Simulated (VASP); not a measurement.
A run of VASP 6.6.1 is set up as follows.

INCAR

```
SYSTEM = Cd
ALGO     = Normal         ! electronic algorithm
EDIFF    = 1E-7           ! SCF threshold, eV
EDIFFG   = -0.03          ! ionic threshold
ENCUT    = 500            ! plane-wave cutoff, eV
GGA_COMPAT= .FALSE.      
IBRION   = 2              ! ionic algorithm
ISIF     = 3              ! what is computed and relaxed
ISMEAR   = 0              ! smearing method
LASPH    = .TRUE.         ! aspherical terms in the spheres
LCHARG   = .FALSE.        ! write CHGCAR
LREAL    = .FALSE.        ! projectors in reciprocal space
LWAVE    = .FALSE.        ! write WAVECAR
NELM     = 120            ! most SCF steps
NELMIN   = 4            
NSW      = 60             ! ionic steps
PREC     = Accurate       ! precision mode
PSTRESS  = 300.0        
SIGMA    = 0.1            ! smearing width, eV
```

Contents of KPOINTS:

```
k-points
0
G
  8 8 8
  0 0 0
```

Contents of POSCAR:

```
Cd
1.0
    0.0000000000      2.2100000000      2.2100000000
    2.2100000000      0.0000000000      2.2100000000
    2.2100000000      2.2100000000      0.0000000000
Cd
1
Direct
    0.0000000000      0.0000000000      0.0000000000
```

Potentials or basis: VASP PAW LDA potentials, release 64 (Cd).

Launch:

```bash
$ cat potpaw_LDA.64/Cd/POTCAR > POTCAR
$ mpirun -np 1 vasp_std > vasp.out
```

**Question.** What does it give for the relaxed volume?

**Answer.** 15.94 Å³/atom.

**Question.** Predict the band gap on the k mesh.

**Answer.** Zero (bands 6 and 7 overlap by 3.01 eV).

Step by step:
| step | energy change (eV) | largest force (eV/Å) | pressure (GPa) | volume (Å³) |
| --- | --- | --- | --- | --- |
| 1 | 0.0000 | 0.0000 | -3.81 | 21.59 |
| 2 | 4.5771 | 0.0000 | 307.68 | 10.25 |
| 3 | 0.1892 | 0.0000 | 22.72 | 16.52 |
| 4 | 0.2340 | 0.0000 | 26.27 | 16.23 |
| 5 | 0.2845 | 0.0000 | 30.12 | 15.94 |

Caveat: the cell is relaxed towards a set pressure, so the run minimises the enthalpy, not the energy; the volume moved by over 15 % at a fixed basis, so the end points are rough.
